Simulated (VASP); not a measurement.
# Pd (Fm-3m) in VASP: further runs

The runs below take Pd through single point, with r2SCAN.

Program: VASP 6.6.1. These are calculated values, not measurements. Logs are shortened: lines on timing, memory, paths and dates and some standing lists are left out, and cuts for length are marked.

## Step 1: The cell of the first run

Symmetry: Fm-3m, No. 225, cubic system. The conventional cell has a = 3.912 Å, b = 3.912 Å, c = 3.912 Å, α = 90.00°, β = 90.00°, γ = 90.00°. Pd (site symmetry m-3m) has 12 Pd at 2.77 Å within 3.6 Å.

## Step 2: Single point, r2SCAN

POSCAR reads:

```
Pd
1.0
    0.0000000000      1.9558504376      1.9558504376
    1.9558504376      0.0000000000      1.9558504376
    1.9558504376      1.9558504376      0.0000000000
Pd
1
Direct
    0.0000000000      0.0000000000      0.0000000000
```

INCAR.step1 reads:

```
SYSTEM = Pd
PREC = Accurate ; ENCUT = 520
ISMEAR = 1 ; SIGMA = 1.0
LREAL = .FALSE. ; LASPH = .TRUE.
NELM = 60 ; NBANDS = 11
GGA = PE ; ALGO = Normal
EDIFF = 1E-4 ; LWAVE = .TRUE.
LCHARG = .FALSE.
```

INCAR.step2 reads:

```
SYSTEM = Pd
PREC = Accurate ; ENCUT = 520
EDIFF = 1E-6 ; ISMEAR = 1
SIGMA = 1.0 ; LREAL = .FALSE.
LASPH = .TRUE. ; NELM = 60
ALGO = Normal ; ISIF = 2
LWAVE = .FALSE. ; LCHARG = .FALSE.
METAGGA = R2SCAN ; LMIXTAU = .TRUE.
NBANDS = 11 ; ISTART = 1
```

KPOINTS reads:

```
Automatic mesh
0
G
  14 14 14
  0 0 0
```

Potentials or basis: VASP PAW PBE potentials, release 64 (Pd).

The run is started by

```sh
cat potpaw_PBE.64/Pd/POTCAR > POTCAR
cp INCAR.step1 INCAR
mpirun -np 1 vasp_std > vasp.out
cp INCAR.step2 INCAR
mpirun -np 1 vasp_std > vasp.out
```

OUTCAR:

```text
SYSTEM = Pd
   PREC = Accurate
   ENCUT = 520
   EDIFF = 1E-6
   ISMEAR = 1
   LREAL = .FALSE.
   LASPH = .TRUE.
   NELM = 60
   ISIF = 2
   METAGGA = R2SCAN
   ISTART = 1

 ion  position               nearest neighbor table
   1  0.000  0.000  0.000-

  LATTYP: Found a face centered cubic cell.
 ALAT       =     3.9117008752

  Lattice vectors:

 A1 = (   0.0000000000,   1.9558504376,   1.9558504376)
 A2 = (   1.9558504376,   0.0000000000,   1.9558504376)
 A3 = (   1.9558504376,   1.9558504376,   0.0000000000)

Analysis of symmetry for initial positions (statically):
=====================================================================
 Subroutine PRICEL returns:
 Original cell was already a primitive cell.

 Routine SETGRP: Setting up the symmetry group for a
 face centered cubic supercell.

 Subroutine GETGRP returns: Found 48 space group operations
 (whereof 48 operations were pure point group operations)
 out of a pool of 48 trial point group operations.

The static configuration has the point symmetry O_h .

Analysis of symmetry for dynamics (positions and initial velocities):
=====================================================================
 Subroutine PRICEL returns:
 Original cell was already a primitive cell.

 Routine SETGRP: Setting up the symmetry group for a
 face centered cubic supercell.

 Subroutine GETGRP returns: Found 48 space group operations
 (whereof 48 operations were pure point group operations)
 out of a pool of 48 trial point group operations.

The dynamic configuration has the point symmetry O_h .

 Subroutine INISYM returns: Found 48 space group operations
 (whereof 48 operations are pure point group operations),
 and found     1 'primitive' translations

----------------------------------------------------------------------------------------

                                     Primitive cell

  volume of cell :      14.9636

  direct lattice vectors                    reciprocal lattice vectors
     0.000000000  1.955850438  1.955850438    -0.255643269  0.255643269  0.255643269
     1.955850438  0.000000000  1.955850438     0.255643269 -0.255643269  0.255643269
     1.955850438  1.955850438  0.000000000     0.255643269  0.255643269 -0.255643269

  length of vectors
     2.765990215  2.765990215  2.765990215     0.442787131  0.442787131  0.442787131

  position of ions in fractional coordinates (direct lattice)
     0.000000000  0.000000000  0.000000000

  ion indices of the primitive-cell ions
   primitive index   ion index
                 1           1

----------------------------------------------------------------------------------------

 KPOINTS: Automatic mesh

Automatic generation of k-mesh.
 Grid dimensions read from file:
 generate k-points for:   14   14   14

 Generating k-lattice:

  Cartesian coordinates                     Fractional coordinates (reciprocal lattice)
    -0.018260234  0.018260234  0.018260234     0.071428571  0.000000000  0.000000000
     0.018260234 -0.018260234  0.018260234     0.000000000  0.071428571  0.000000000
     0.018260234  0.018260234 -0.018260234     0.000000000  0.000000000  0.071428571

  Length of vectors
     0.031627652  0.031627652  0.031627652

  Shift w.r.t. Gamma in fractional coordinates (k-lattice)
     0.000000000  0.000000000  0.000000000

 Subroutine IBZKPT returns following result:
 ===========================================

 Found    104 irreducible k-points:

 Following reciprocal coordinates:
            Coordinates               Weight
  0.000000  0.000000  0.000000      1.000000
  0.071429  0.000000  0.000000      8.000000
  0.142857  0.000000  0.000000      8.000000
  0.214286  0.000000  0.000000      8.000000
  0.285714  0.000000  0.000000      8.000000
  0.357143  0.000000  0.000000      8.000000
[... 16 lines left out ...]
  0.214286  0.142857  0.000000     24.000000
  0.285714  0.142857  0.000000     24.000000
 [... further k-points ...]
   k-points           NKPTS =    104   k-points in BZ     NKDIM =    104   number of bands    NBANDS=     11
   number of dos      NEDOS =    301   number of ions     NIONS =      1
   total plane-waves  NPLWV =  13824
   dimension x,y,z NGX =    24 NGY =   24 NGZ =   24
   dimension x,y,z NGXF=    48 NGYF=   48 NGZF=   48
   ions per type =               1
   NGX,Y,Z   is equivalent  to a cutoff of  14.42, 14.42, 14.42 a.u.
   NGXF,Y,Z  is equivalent  to a cutoff of  28.85, 28.85, 28.85 a.u.
 SYSTEM =  Pd
   PREC   = accura    normal or accurate (medium, high low for compatibility)
   ISTART =      1    job   : 0-new  1-cont  2-samecut
   ICHARG =      0    charge: 1-file 2-atom 10-const
   ISPIN  =      1    spin polarized calculation?
   LNONCOLLINEAR =      F non collinear calculations
   LSORBIT =      F    spin-orbit coupling
   LASPH  =      T    aspherical Exc in radial PAW
   ENCUT  =  520.0 eV  38.22 Ry    6.18 a.u.   5.14  5.14  5.14*2*pi/ulx,y,z
   NELM   =     60;   NELMIN=  2; NELMDL=  0     # of ELM steps
   EDIFF  = 0.1E-05   stopping-criterion for ELM
   LREAL  =      F    real-space projection
   EDIFFG = 0.1E-04   stopping-criterion for IOM
   NSW    =      0    number of steps for IOM
   IBRION =     -1    ionic relax: 0-MD 1-quasi-New 2-CG
   NFREE  =      0    steps in history (QN), initial steepest desc. (CG)
   ISIF   =      2    stress and relaxation
   ISYM   =      2    0-nonsym 1-usesym 2-fastsym
   POTIM  = 0.5000    time-step for ionic-motion
   TEBEG  =    0.0;   TEEND  =   0.0 temperature during run
   PSTRESS=    0.0 pullay stress
   NELECT =      10.0000    total number of electrons
   NUPDOWN=      -1.0000    fix difference up-down
   EMIN   =  10.00;   EMAX   =-10.00  energy-range for DOS
   EFERMI =   0.00;   METHOD = LEGACY
   ISMEAR =     1;   SIGMA  =   1.00  broadening in eV -4-tet -1-fermi 0-gaus
   EFERMI_NEDOS =   21; number of points for ismear=-14 and -15
   IALGO  =     38    algorithm
   IMIX   =      4    mixing-type and parameters
     AMIX     =   0.40;   BMIX     =  1.00
     AMIX_MAG =   1.60;   BMIX_MAG =  1.00
  volume/ion in A,a.u.               =      14.96       100.98
  Fermi-wavevector in a.u.,A,eV,Ry     =   1.431295  2.704756 27.872973  2.048606
  Thomas-Fermi vector in A             =   2.551047
   LORBIT       =      0    0 simple, 1 ext, 2 COOP (PROOUT), +10 PAW based schemes
   METAGGA = R2SCAN    functional components
   LHFCALC =     F    Hartree Fock is set to
   AEXX    =    0.0000 exact exchange contribution
   IVDW    =     0    specifies the selected vdW correction
   LEPSILON=     F    determine dielectric tensor
   LRPA    =     F    only Hartree local field effects (RPA)
 non-spin polarized calculation
 Methfessel and Paxton  Order N= 1 SIGMA  =   1.00
  energy-cutoff  :      520.00
  volume of cell :       14.96
 maximum number of plane-waves:       415
 NGX is ok and might be reduce to    24
   NGX = 11   NGY = 11   NGZ = 11

 number of electron       9.9999998 magnetization

 Free energy of the ion-electron system (eV)
  ---------------------------------------------------
  ext. energy  EPLUGINS =         0.00000000
  ---------------------------------------------------
  free energy    TOTEN  =       -22.99289615 eV

  energy without entropy =      -22.94031557  energy(sigma->0) =      -22.97536929

 E-fermi :   9.4704     XC(G=0): -14.0314

 val. band max:        9.4514095857   @ k =  -0.1429   0.2143   0.0714
 cond. band min:       9.4958805539   @ k =   0.5000   0.3571   0.0000
 fundamental gap:      0.0444709683
 Fermi energy:         9.4703904900

 k-point     1 :       0.0000    0.0000    0.0000
  band No.  band energies     occupation
      1       2.2893      2.00000
      2       6.5096      2.00023
      3       6.5096      2.00023
      4       6.5096      2.00023
      5       8.0829      2.06444
      6       8.0829      2.06444
      7      27.3870     -0.00000
      8      31.8382      0.00000
      9      32.2850      0.00000
     10      32.2850      0.00000
     11      32.2850      0.00000

 k-point     2 :       0.0714    0.0000    0.0000
  band No.  band energies     occupation
      1       2.4785      2.00000
      2       6.4452      2.00016
      3       6.5739      2.00033
      4       6.5739      2.00033
      5       8.0535      2.06227
      6       8.0535      2.06227
      7      27.5710     -0.00000
      8      31.0622      0.00000
      9      31.8666      0.00000
     10      32.4912      0.00000
     11      32.4912      0.00000

 k-point     3 :       0.1429    0.0000    0.0000
  band No.  band energies     occupation
      1       3.0062      2.00000
      2       6.3123      2.00008
      3       6.7215      2.00071
      4       6.7215      2.00071
      5       8.0151      2.05918
      6       8.0151      2.05918
      7      27.7183     -0.00000
      8      29.0669     -0.00000
      9      31.8580      0.00000
     10      33.0469      0.00000
     11      33.0470      0.00000

 k-point     4 :       0.2143    0.0000    0.0000
  band No.  band energies     occupation
      1       3.6955      2.00000
      2       6.3332      2.00008
      3       6.8102      2.00110
      4       6.8102      2.00110
      5       8.1147      2.06652
      6       8.1147      2.06652
      7      25.8071     -0.00000
      8      28.6152     -0.00000
      9      31.8523      0.00000
     10      33.7019      0.00000
     11      33.7019      0.00000
[... 239 lines left out ...]
 k-point    22 :       0.1429    0.1429    0.0000
  band No.  band energies     occupation
      1       3.2483      2.00000
      2       6.0080      2.00001
      3       6.9573      2.00218
      4       6.9573      2.00218
      5       7.6086      2.02435
      6       8.2906      2.07025
      7      28.3584     -0.00000
      8      30.1226      0.00000
      9      31.1647      0.00000
     10      31.1647      0.00000
     11      31.8556      0.00000

 k-point    23 :       0.2143    0.1429    0.0000
  band No.  band energies     occupation
      1       3.8025      2.00000
      2       5.7975      2.00000
      3       7.0446      2.00321
      4       7.1607      2.00519
      5       7.6539      2.02761
      6       8.4161      2.05977
      7      27.9275     -0.00000
      8      29.0091     -0.00000
      9      30.5049      0.00000
     10      31.5182      0.00000
     11      31.8349      0.00000

 k-point    24 :       0.2857    0.1429    0.0000
  band No.  band energies     occupation
      1       4.3984      2.00000
      2       5.7562      2.00000
      3       6.7993      2.00104
      4       7.2323      2.00688
      5       8.3067      2.06967
      6       8.6692      1.98070
      7      25.3546     -0.00000
      8      28.7934     -0.00000
      9      29.9302      0.00000
     10      31.6852      0.00000
     11      32.0726      0.00000

 [... further k-points ...]
[... 5 lines left out ...]
  --------------------------------------------------------------------------------------
  -------------------------------------------------------------------------------------
  Total        0.0006033      0.0006033      0.0006033     -0.0000000     -0.0000000      0.0000000
  in kB        0.0645941      0.0645941      0.0645941     -0.0000000     -0.0000000      0.0000000
  external PRESSURE =       0.0645941 kB  Pullay stress =       0.0000000 kB

 VOLUME and BASIS-vectors are now :
 -----------------------------------------------------------------------------
  energy-cutoff  :      520.00
  volume of cell :       14.96
      direct lattice vectors                 reciprocal lattice vectors
     0.000000000  1.955850438  1.955850438    -0.255643269  0.255643269  0.255643269
     1.955850438  0.000000000  1.955850438     0.255643269 -0.255643269  0.255643269
     1.955850438  1.955850438  0.000000000     0.255643269  0.255643269 -0.255643269

 POSITION                                       TOTAL-FORCE (eV/Angst)
 -----------------------------------------------------------------------------------
      0.00000      0.00000      0.00000         0.000000      0.000000      0.000000
 -----------------------------------------------------------------------------------
    total drift:                               -0.000000      0.000000      0.000000

  FREE ENERGIE OF THE ION-ELECTRON SYSTEM (eV)
  ---------------------------------------------------
  free  energy   TOTEN  =       -22.9928961496 eV

  energy  without entropy=      -22.9403155688  energy(sigma->0) =      -22.97536929
```

Wall time 30 s (1 thread of Intel Xeon Platinum 8559C (Emerald Rapids), shared host); peak memory 0.15 GiB.

Results:

| Property | Result |
| --- | --- |
| Free energy | -22.9929 eV |
| Pressure | 0.0 GPa |
| Band gap on the k mesh | zero (band 5 reaches 9.66 eV, above the bottom of band 6 at 8.02 eV) |

Levels at points of the mesh, in eV from the Fermi level:
```tsv
k point	band 1	band 2	band 3	band 4	band 5	band 6	band 7	band 8	band 9	band 10
(0.00, 0.00, 0.00)	-7.18	-2.96	-2.96	-2.96	-1.39	-1.39	17.92	22.37	22.81	22.81
(0.50, 0.00, 0.00)	-5.42	-3.03	-3.03	-0.15	-0.15	1.21	7.49	17.30	21.88	21.88
(0.50, 0.50, 0.00)	-5.52	-5.26	-0.21	0.19	0.19	3.55	11.05	13.74	13.74	21.76
```

Caveat: the PAW data sets were made with another functional, which shifts forces and pressure a little.

## Step 3: Single point, r2SCAN

POSCAR is that of step 2.

INCAR.step1 reads:

```
SYSTEM = Pd
PREC = Accurate ; ENCUT = 520
ISMEAR = -1 ; SIGMA = 0.1
LREAL = .False. ; LASPH = .True.
NELM = 80 ; NBANDS = 11
GGA = PE ; ALGO = Normal
EDIFF = 1E-4 ; LWAVE = .True.
LCHARG = .False.
```

INCAR.step2 reads:

```
SYSTEM = Pd
PREC = Accurate ; ENCUT = 520
EDIFF = 1E-6 ; ISMEAR = -1
SIGMA = 0.1 ; LREAL = .False.
LASPH = .True. ; NELM = 80
ALGO = Normal ; ISIF = 2
LWAVE = .False. ; LCHARG = .False.
METAGGA = R2SCAN ; LMIXTAU = .True.
NBANDS = 11 ; ISTART = 1
```

KPOINTS reads:

```
Automatic mesh
0
Gamma
  15 15 15
  0 0 0
```

Potentials or basis: VASP PAW PBE potentials, release 64 (Pd).

The run is started by

```sh
cat potpaw_PBE.64/Pd/POTCAR > POTCAR
cp INCAR.step1 INCAR
mpirun -np 1 vasp_std > vasp.out
cp INCAR.step2 INCAR
mpirun -np 1 vasp_std > vasp.out
```

OUTCAR:

```text
SYSTEM = Pd
   PREC = Accurate
   ENCUT = 520
   EDIFF = 1E-6
   ISMEAR = -1
   LREAL = .False.
   LASPH = .True.
   NELM = 80
   ISIF = 2
   METAGGA = R2SCAN
   ISTART = 1

 ion  position               nearest neighbor table
   1  0.000  0.000  0.000-

  LATTYP: Found a face centered cubic cell.
 ALAT       =     3.9117008752

  Lattice vectors:

 A1 = (   0.0000000000,   1.9558504376,   1.9558504376)
[... 514 lines left out ...]
      9      30.7961      0.00000
     10      31.6840      0.00000
     11      31.8576      0.00000

 [... further k-points ...]

------------------------ aborting loop because EDIFF is reached ----------------------------------------

  FORCE on cell =-STRESS in cart. coord.  units (eV):
  Direction    XX          YY          ZZ          XY          YZ          ZX
  --------------------------------------------------------------------------------------
  -------------------------------------------------------------------------------------
  Total        0.0304832      0.0304832      0.0304832      0.0000000      0.0000000      0.0000000
  in kB        3.2638774      3.2638774      3.2638774      0.0000000      0.0000000      0.0000000
  external PRESSURE =       3.2638774 kB  Pullay stress =       0.0000000 kB

 VOLUME and BASIS-vectors are now :
 -----------------------------------------------------------------------------
  energy-cutoff  :      520.00
  volume of cell :       14.96
      direct lattice vectors                 reciprocal lattice vectors
     0.000000000  1.955850438  1.955850438    -0.255643269  0.255643269  0.255643269
     1.955850438  0.000000000  1.955850438     0.255643269 -0.255643269  0.255643269
     1.955850438  1.955850438  0.000000000     0.255643269  0.255643269 -0.255643269

 POSITION                                       TOTAL-FORCE (eV/Angst)
 -----------------------------------------------------------------------------------
      0.00000      0.00000      0.00000         0.000000      0.000000      0.000000
 -----------------------------------------------------------------------------------
    total drift:                               -0.000000      0.000000      0.000000

  FREE ENERGIE OF THE ION-ELECTRON SYSTEM (eV)
  ---------------------------------------------------
  free  energy   TOTEN  =       -22.9832134561 eV

  energy  without entropy=      -22.9240195926  energy(sigma->0) =      -22.95361652
```

OUTCAR.step1:

```text
SYSTEM = Pd
   PREC = Accurate
   ENCUT = 520
   ISMEAR = -1
   LREAL = .False.
   LASPH = .True.
[... 555 lines left out ...]
 -----------------------------------------------------------------------------------
      0.00000      0.00000      0.00000         0.000000      0.000000     -0.000000
 -----------------------------------------------------------------------------------
    total drift:                               -0.000000      0.000000      0.000000

  FREE ENERGIE OF THE ION-ELECTRON SYSTEM (eV)
  ---------------------------------------------------
  free  energy   TOTEN  =        -5.2520595752 eV

  energy  without entropy=       -5.1905912878  energy(sigma->0) =       -5.22132543
```

Run time: 36 s. Hardware: 1 thread of Intel Xeon Platinum 8559C (Emerald Rapids), shared host; peak memory 0.15 GiB.

Results:

* Free energy: -22.9832 eV
* Pressure: 0.3 GPa
* Band gap on the k mesh: zero (band 5 reaches 9.63 eV, above the bottom of band 6 at 8.02 eV)

Levels at points of the mesh, in eV from the Fermi level:
```
           k point  band 1  band 2  band 3  band 4  band 5  band 6  band 7  band 8  band 9  band 10
(0.00, 0.00, 0.00)   -7.09   -2.87   -2.87   -2.87   -1.30   -1.30   18.00   22.47   22.90    22.90
```

Caveat: the PAW data sets were made with another functional, which shifts forces and pressure a little.
